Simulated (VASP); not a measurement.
Ni, 1 atom in the cell. Symmetry: Pm-3m, No. 221, cubic system. The conventional cell has a = 2.289 Å, b = 2.289 Å, c = 2.289 Å, α = 90.00°, β = 90.00°, γ = 90.00°. Ni (site symmetry m-3m) has 6 Ni at 2.29 Å within 3.0 Å.  This cell differs from its parent crystal: volume scaled by 1.04.

* Program: VASP 6.6.1
* Task: single point
* Functional: LDA
* Potentials or basis: VASP PAW LDA potentials, release 64 (Ni)
* Cutoff: 600 eV
* k mesh: 16 × 16 × 16
* Occupations: fermi-dirac, width 0.1 eV
* Spin: no spin polarisation
* Dipole correction: no
* Further INCAR settings: ALGO = Normal; EDIFF = 1e-06; NBANDS = 11

Potentials or basis: VASP PAW LDA potentials, release 64 (Ni).

The run is started by

```console
$ cat potpaw_LDA.64/Ni/POTCAR > POTCAR
$ mpirun -np 1 vasp_std > vasp.out
```

Hardware: 1 thread of AMD EPYC 7R13, with other jobs on the host.

Estimate the wall time of this run.

Run time: 19 s on 1 thread of AMD EPYC 7R13, with other jobs on the host, peak memory 0.1 GiB. Counts: scf iterations 11, k points 165.
